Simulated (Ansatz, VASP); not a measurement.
This is a calculation of Sn for VASP 6.6.1.

File POSCAR:

```
Sn
1.0
   -1.8946518192      1.8946518192      1.8946518192
    1.8946518192     -1.8946518192      1.8946518192
    1.8946518192      1.8946518192     -1.8946518192
Sn
1
Direct
    0.0000000000      0.0000000000      0.0000000000
```

The input INCAR.step1:

```
SYSTEM = Sn
ALGO = Normal
EDIFF = 1E-5
ENCUT = 600
GGA = PE
ISMEAR = -1
LASPH = .TRUE.
LCHARG = .FALSE.
LREAL = .FALSE.
LWAVE = .TRUE.
NBANDS = 13
NELM = 60
PREC = Accurate
SIGMA = 0.05
```

INCAR.step2

```
SYSTEM = Sn
AEXX = 1.0
AGGAC = 0.0
ALDAC = 0.0
ALGO = Normal
EDIFF = 1E-6
EDIFFG = -0.01
ENCUT = 600
GGA = PE
IBRION = 2
ISIF = 3
ISMEAR = -1
ISTART = 1
LASPH = .TRUE.
LCHARG = .FALSE.
LHFCALC = .TRUE.
LREAL = .FALSE.
LWAVE = .FALSE.
NELM = 60
NSW = 60
PREC = Accurate
PRECFOCK = Normal
SIGMA = 0.05
```

The input KPOINTS:

```
k-points
0
G
  5 5 5
  0 0 0
```

Potentials or basis: VASP PAW PBE potentials, release 64 (Sn_d).

Run with:

```console
$ cat potpaw_PBE.64/Sn_d/POTCAR > POTCAR
$ cp INCAR.step1 INCAR
$ mpirun -np 1 vasp_std > vasp.out
$ cp INCAR.step2 INCAR
$ mpirun -np 1 vasp_std > vasp.out
```

Set up the same calculation for Ansatz 0.2.0. Potentials there: Ansatz PAW.

As run (the cutoff follows the program's own potentials):

File input.yaml:

```yaml
crystal:
  lattice:
    - [-1.8946518192, 1.8946518192, 1.8946518192]
    - [1.8946518192, -1.8946518192, 1.8946518192]
    - [1.8946518192, 1.8946518192, -1.8946518192]
  atoms:
    - { symbol: Sn, position: [0.0, 0.0, 0.0] }
hamiltonian:
  xc: hf
  pseudopotentials: { kind: paw }
kpoints:
  mp_grid: { grid: [5, 5, 5] }
scf:
  occupations: { method: fermi_dirac, width: 0.05 }
output:
  forces: true
  stress: true
  eigenvalues: true
relax:
  f_tol: 0.01
  max_steps: 40
  cell: { stress_tol: 0.05 }
```

Potentials or basis: Ansatz PAW.

The run is started by

```bash
$ ansatz run input.yaml --threads 2 --pin off --max-ram 5632MiB --backend cpu --events-out ev --progress --plain --runs-dir out
```

Both were run:

|  | VASP | Ansatz | Ansatz less VASP |
| --- | --- | --- | --- |
| gap on the k mesh at the Fermi level, each at its own relaxed structure (eV) | none | none | - |
| relaxed volume (Å³/atom) | 31.40 | 33.40 | +1.997 |
| relaxed cell length with the largest relative difference (Å) | 3.442 | 3.514 | +0.0715 |

VASP's potentials were made for PBE, not for HF. A gap of «none» marks a metal or a gap that the smearing closes.

The k mesh is coarse, so the values compare programs but aren't converged. Noted on VASP's run: the volume moved by over 15 % at a fixed basis, so the end points are rough. Noted on Ansatz's run: the volume moved by over 15 % at a fixed basis, so the end points are rough; the plane-wave basis is chosen anew once the cell has moved, so the energies of steps on either side of that aren't comparable.
